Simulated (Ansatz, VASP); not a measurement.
# One calculation of C, two programs

```
C
1.0
     2.46653    0.00000    0.00000
    -1.23327    2.13608    0.00000
     0.50793    0.00000    8.46545
C
4
Direct
  0.00000 0.00000 0.25000
  0.00000 0.00000 0.75000
  0.33333 0.66667 0.25000
  0.66667 0.33333 0.75000
```

Change from the starting cell: shear of c along a, cell held, atoms relaxed: +6.0 %.

Alike in both runs: functional PBE; k mesh 24 × 24 × 6; occupations gaussian, width 0.1 eV; no spin polarisation.

Ansatz relaxed the structure, and its values are those at the end. VASP's run is a single point on that final structure, the one shown.

```csv
,VASP,Ansatz
version,VASP 6.6.1,Ansatz 0.2.0
potentials or method,"VASP PAW PBE potentials, release 64 (C), cutoff 520 eV","scalar-relativistic, plane waves, PAW"
valence electrons in the cell,16,16
```

```tsv
	VASP	Ansatz	Ansatz less VASP
gap on the k mesh at the Fermi level (eV)	0.01	0.01	0.000
least direct gap on the mesh (eV)	0.01	0.01	0.000
pressure (GPa)	0.4	0.0	-0.35
```

Ansatz's warnings: stress scf threshold loose.
